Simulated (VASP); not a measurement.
# SrTiO3 (Pm-3m) in VASP: further runs, part 2 of 2

VASP 6.6.1. Earlier steps stand in the parts before.

### Step 3. Single point, PBEsol

This run uses another cell than the first one, of 11.78 Å³/atom, 0.988 times its volume.

The input, INCAR:

```
SYSTEM = SrTiO3
ALGO = Normal
EDIFF = 1E-6
ENCUT = 520
GGA = PS
ISIF = 2
ISMEAR = -1
LASPH = .True.
LCHARG = .False.
LREAL = .False.
LWAVE = .False.
NBANDS = 28
NELM = 80
PREC = Accurate
SIGMA = 0.02
```

The input, KPOINTS:

```
k-points
0
Gamma
  6 6 6
  0 0 0
```

The input, POSCAR:

```
SrTiO3
1.0
    3.8911491810      0.0000000000      0.0000000000
    0.0000000000      3.8911491810      0.0000000000
    0.0000000000      0.0000000000      3.8911491810
Sr Ti O
1 1 3
Direct
    0.0000000000      0.0000000000      0.0000000000
    0.5000000000      0.5000000000      0.5000000000
    0.5000000000      0.0000000000      0.5000000000
    0.5000000000      0.5000000000      0.0000000000
    0.0000000000      0.5000000000      0.5000000000
```

Potentials or basis: VASP PAW PBE potentials, release 64 (Sr_sv, Ti_sv, O).

On the command line:

```
$ cat potpaw_PBE.64/Sr_sv/POTCAR potpaw_PBE.64/Ti_sv/POTCAR potpaw_PBE.64/O/POTCAR > POTCAR
$ mpirun -np 1 vasp_std > vasp.out
```

OUTCAR:

```text
SYSTEM = SrTiO3
   EDIFF = 1E-6
   ENCUT = 520
   GGA = PS
   ISIF = 2
   ISMEAR = -1
   LASPH = .True.
   LREAL = .False.
   NELM = 80
   PREC = Accurate

 ion  position               nearest neighbor table
   1  0.000  0.000  0.000-   3 2.75   4 2.75   5 2.75   3 2.75   5 2.75   4 2.75   5 2.75   5 2.75
                             3 2.75   4 2.75   3 2.75   4 2.75   2 3.37   2 3.37   2 3.37   2 3.37
   2  0.500  0.500  0.500-   3 1.95   4 1.95   5 1.95   4 1.95   3 1.95   5 1.95   1 3.37   1 3.37
                             1 3.37   1 3.37   1 3.37   1 3.37   1 3.37   1 3.37
   3  0.500  0.000  0.500-   2 1.95   2 1.95   1 2.75   1 2.75   1 2.75   1 2.75
   4  0.500  0.500  0.000-   2 1.95   2 1.95   1 2.75   1 2.75   1 2.75   1 2.75
   5  0.000  0.500  0.500-   2 1.95   2 1.95   1 2.75   1 2.75   1 2.75   1 2.75

  LATTYP: Found a simple cubic cell.
 ALAT       =     3.8911491810

  Lattice vectors:

 A1 = (   3.8911491810,   0.0000000000,   0.0000000000)
 A2 = (   0.0000000000,   3.8911491810,   0.0000000000)
 A3 = (   0.0000000000,   0.0000000000,   3.8911491810)

Analysis of symmetry for initial positions (statically):
=====================================================================
 Subroutine PRICEL returns:
 Original cell was already a primitive cell.

 Routine SETGRP: Setting up the symmetry group for a
 simple cubic supercell.

 Subroutine GETGRP returns: Found 48 space group operations
 (whereof 48 operations were pure point group operations)
 out of a pool of 48 trial point group operations.

The static configuration has the point symmetry O_h .

Analysis of symmetry for dynamics (positions and initial velocities):
=====================================================================
 Subroutine PRICEL returns:
 Original cell was already a primitive cell.

 Routine SETGRP: Setting up the symmetry group for a
 simple cubic supercell.

[... 123 lines left out ...]
   IMIX   =      4    mixing-type and parameters
     AMIX     =   0.40;   BMIX     =  1.00
     AMIX_MAG =   1.60;   BMIX_MAG =  1.00
  volume/ion in A,a.u.               =      11.78        79.52
  Fermi-wavevector in a.u.,A,eV,Ry     =   1.438855  2.719041 28.168181  2.070303
  Thomas-Fermi vector in A             =   2.557775
   LORBIT       =      0    0 simple, 1 ext, 2 COOP (PROOUT), +10 PAW based schemes
   GGA     = PS    functional components
   LHFCALC =     F    Hartree Fock is set to
   AEXX    =    0.0000 exact exchange contribution
   IVDW    =     0    specifies the selected vdW correction
   LEPSILON=     F    determine dielectric tensor
   LRPA    =     F    only Hartree local field effects (RPA)
 non-spin polarized calculation
  energy-cutoff  :      520.00
  volume of cell :       58.92
 maximum number of plane-waves:      1622
 NGX is ok and might be reduce to    30
   NGX = 15   NGY = 15   NGZ = 15

 number of electron      40.0000013 magnetization

 Free energy of the ion-electron system (eV)
  ---------------------------------------------------
  ext. energy  EPLUGINS =         0.00000000
  ---------------------------------------------------
  free energy    TOTEN  =       -42.01499597 eV

  energy without entropy =      -42.01499597  energy(sigma->0) =      -42.01499597

 E-fermi :   4.7287     XC(G=0): -11.5967

 val. band max:        4.1139804935   @ k =   0.5000   0.5000   0.5000
 cond. band min:       5.9323492182   @ k =   0.0000   0.0000   0.0000
 fundamental gap:      1.8183687246
 Fermi energy:         4.7286683218

 k-point     1 :       0.0000    0.0000    0.0000
  band No.  band energies     occupation
      1     -52.0445      2.00000
      2     -28.4999      2.00000
      3     -28.4137      2.00000
      4     -28.4137      2.00000
      5     -28.4137      2.00000
      6     -13.2850      2.00000
[... 609 lines left out ...]
     27      12.6630      0.00000
     28      12.6630      0.00000

------------------------ aborting loop because EDIFF is reached ----------------------------------------

  FORCE on cell =-STRESS in cart. coord.  units (eV):
  Direction    XX          YY          ZZ          XY          YZ          ZX
  --------------------------------------------------------------------------------------
  -------------------------------------------------------------------------------------
  Total        0.2454992      0.2454992      0.2454992      0.0000000      0.0000000      0.0000000
  in kB        6.6761649      6.6761649      6.6761649      0.0000000      0.0000000      0.0000000
  external PRESSURE =       6.6761649 kB  Pullay stress =       0.0000000 kB

 VOLUME and BASIS-vectors are now :
 -----------------------------------------------------------------------------
  energy-cutoff  :      520.00
  volume of cell :       58.92
      direct lattice vectors                 reciprocal lattice vectors
     3.891149181  0.000000000  0.000000000     0.256993488  0.000000000  0.000000000
     0.000000000  3.891149181  0.000000000     0.000000000  0.256993488  0.000000000
     0.000000000  0.000000000  3.891149181     0.000000000  0.000000000  0.256993488

 POSITION                                       TOTAL-FORCE (eV/Angst)
 -----------------------------------------------------------------------------------
      0.00000      0.00000      0.00000         0.000000      0.000000      0.000000
      1.94557      1.94557      1.94557         0.000000      0.000000      0.000000
      1.94557      0.00000      1.94557         0.000000      0.000000      0.000000
      1.94557      1.94557      0.00000         0.000000      0.000000      0.000000
      0.00000      1.94557      1.94557         0.000000      0.000000      0.000000
 -----------------------------------------------------------------------------------
    total drift:                                0.000000      0.000000     -0.000000

  FREE ENERGIE OF THE ION-ELECTRON SYSTEM (eV)
  ---------------------------------------------------
  free  energy   TOTEN  =       -42.0149959663 eV

  energy  without entropy=      -42.0149959663  energy(sigma->0) =      -42.01499597
```

OSZICAR:

```text
N       E                     dE             d eps       ncg     rms          rms(c)
DAV:   1     0.432618495410E+03    0.43262E+03   -0.21285E+04  1120   0.160E+03
DAV:   2    -0.493273264352E+01   -0.43755E+03   -0.41882E+03  1280   0.438E+02
DAV:   3    -0.495609474413E+02   -0.44628E+02   -0.44274E+02  1520   0.136E+02
DAV:   4    -0.515581775786E+02   -0.19972E+01   -0.19922E+01  1648   0.248E+01
DAV:   5    -0.516104569015E+02   -0.52279E-01   -0.52267E-01  1512   0.342E+00    0.273E+01
DAV:   6    -0.421219286426E+02    0.94885E+01   -0.47961E+01  1564   0.636E+01    0.156E+01
DAV:   7    -0.421064687172E+02    0.15460E-01   -0.67934E+00  1436   0.196E+01    0.114E+01
DAV:   8    -0.421447915321E+02   -0.38323E-01   -0.17366E+00  1320   0.139E+01    0.342E+00
DAV:   9    -0.420239915786E+02    0.12080E+00   -0.43095E-01  1312   0.687E+00    0.111E+00
DAV:  10    -0.420220628190E+02    0.19288E-02   -0.93469E-02  1404   0.199E+00    0.805E-01
DAV:  11    -0.420149793988E+02    0.70834E-02   -0.27647E-02  1616   0.168E+00    0.141E-01
DAV:  12    -0.420149889284E+02   -0.95297E-05   -0.18287E-03  1332   0.467E-01    0.933E-02
DAV:  13    -0.420150134382E+02   -0.24510E-04   -0.55754E-04  1620   0.193E-01    0.553E-02
DAV:  14    -0.420150022636E+02    0.11175E-04   -0.34342E-05  1408   0.499E-02    0.282E-02
DAV:  15    -0.420149960949E+02    0.61687E-05   -0.19195E-05  1576   0.366E-02    0.122E-02
DAV:  16    -0.420149959663E+02    0.12856E-06   -0.79335E-06  1300   0.221E-02
   1 F= -.42014996E+02 E0= -.42014996E+02  d E =-.132334E-14
```

stdout:

```text
POSCAR found type information on POSCAR SrTiO
 POSCAR found :  3 types and       5 ions
 scaLAPACK will be used
 -----------------------------------------------------------------------------
|                                                                             |
|                                                                             |
|     You enforced a specific xc type in the INCAR file but a different       |
|     I HOPE YOU KNOW WHAT YOU ARE DOING!                                     |
|                                                                             |
 -----------------------------------------------------------------------------

 LDA part: xc-table for (Slater+PW92), standard interpolation
 POSCAR, INCAR and KPOINTS ok, starting setup
 FFT: planning ... GRIDC
 FFT: planning ... GRID_SOFT
 FFT: planning ... GRID
 WAVECAR not read
 entering main loop
```

It took 22 s on 1 thread of Intel Xeon Platinum 8488C (Sapphire Rapids), shared host; peak memory 0.18 GiB.

Results:

```
Free energy            : -42.0150 eV
Pressure               : 0.7 GPa
Band gap on the k mesh : 1.82 eV, indirect (least direct gap 2.17 eV)
```

Levels at points of the mesh, in eV from the valence-band top:
```
           k point  band 17  band 18  band 19  band 20  band 21  band 22  band 23  band 24
(0.00, 0.00, 0.00)    -1.21    -0.35    -0.35    -0.35     1.82     1.82     1.82     4.41
(0.50, 0.00, 0.00)    -2.42    -2.07    -0.74    -0.74     2.00     3.83     3.83     4.43
(0.50, 0.50, 0.00)    -1.74    -1.60    -1.60    -0.10     3.84     3.84     4.29     5.41
(0.50, 0.50, 0.50)    -3.81     0.00     0.00     0.00     4.53     4.53     4.53     6.90
```

Caveat: the PAW data sets were made with another functional, which shifts forces and pressure a little.

### Step 4. Single point, r2SCAN

POSCAR, as its differences from that of step 3:

```diff
@@ -2,5 +2,5 @@
 1.0
-    3.8911491810      0.0000000000      0.0000000000
-    0.0000000000      3.8911491810      0.0000000000
-    0.0000000000      0.0000000000      3.8911491810
+    3.9068515433      0.0000000000      0.0000000000
+    0.0000000000      3.9068515433      0.0000000000
+    0.0000000000      0.0000000000      3.9068515433
 Sr Ti O
```

The input, INCAR.step1:

```
PREC = Accurate ; ENCUT = 520
ISMEAR = 0 ; SIGMA = 0.01
LREAL = F ; LASPH = T
NELM = 80 ; NBANDS = 28
GGA = PE ; ALGO = Normal
EDIFF = 1E-4 ; LWAVE = T
LCHARG = F
```

The input, INCAR.step2:

```
PREC = Accurate ; ENCUT = 520
EDIFF = 1E-7 ; ISMEAR = 0
SIGMA = 0.01 ; LREAL = F
LASPH = T ; NELM = 80
ALGO = Normal ; ISIF = 2
LWAVE = F ; LCHARG = F
METAGGA = R2SCAN ; LMIXTAU = T
NBANDS = 28 ; ISTART = 1
```

The input, KPOINTS:

```
regular mesh
0
Gamma
  6 6 6
```

On the command line:

```
$ cat potpaw_PBE.64/Sr_sv/POTCAR potpaw_PBE.64/Ti_sv/POTCAR potpaw_PBE.64/O/POTCAR > POTCAR
$ cp INCAR.step1 INCAR
$ mpirun -np 1 vasp_std > vasp.out
$ cp INCAR.step2 INCAR
$ mpirun -np 1 vasp_std > vasp.out
```

Wall time 1.8 min (1 thread of Intel Xeon Platinum 8488C (Sapphire Rapids), shared host); peak memory 0.19 GiB.

It converged, with:

* Free energy: -63.3290 eV
* Pressure: 0.9 GPa
* Band gap on the k mesh: 2.27 eV, indirect (least direct gap 2.66 eV)

Levels at points of the mesh, in eV from the valence-band top:
```tsv
k point	band 16	band 17	band 18	band 19	band 20	band 21	band 22	band 23	band 24	band 25
(0.00, 0.00, 0.00)	-1.21	-1.21	-0.38	-0.38	-0.38	2.27	2.27	2.27	4.59	4.59
(0.50, 0.00, 0.00)	-2.36	-2.36	-2.00	-0.77	-0.77	2.43	4.17	4.17	4.60	6.92
(0.50, 0.50, 0.00)	-2.85	-1.79	-1.61	-1.61	-0.09	4.18	4.18	4.66	5.63	8.56
(0.50, 0.50, 0.50)	-3.79	-3.79	0.00	0.00	0.00	4.87	4.87	4.87	7.63	7.63
```

Caveat: the PAW data sets were made with another functional, which shifts forces and pressure a little. r2SCAN opens gaps a little over a GGA but as a rule still falls short of measured ones.

### Step 5. Overview

```tsv
level	cell	smearing	gap on the mesh (eV)	pressure (GPa)
PBE	a = 3.907 Å, 5 atoms	fermi-dirac 0.02 eV	1.85	4.7
PBEsol	a = 3.891 Å, 5 atoms	fermi-dirac 0.02 eV	1.82	0.7
r2SCAN	a = 3.907 Å, 5 atoms	gaussian 0.01 eV	2.27	0.9
```

Alike in all rows: task single point; potentials or basis VASP PAW PBE potentials, release 64 (Sr_sv, Ti_sv, O); no spin polarisation; k mesh 6 × 6 × 6; cutoff (eV) 520.

Caveats: the PAW data sets were made with another functional, which shifts forces and pressure a little (some runs).

Total energies depend on the potentials used, so only differences within one code and one set of settings carry meaning.
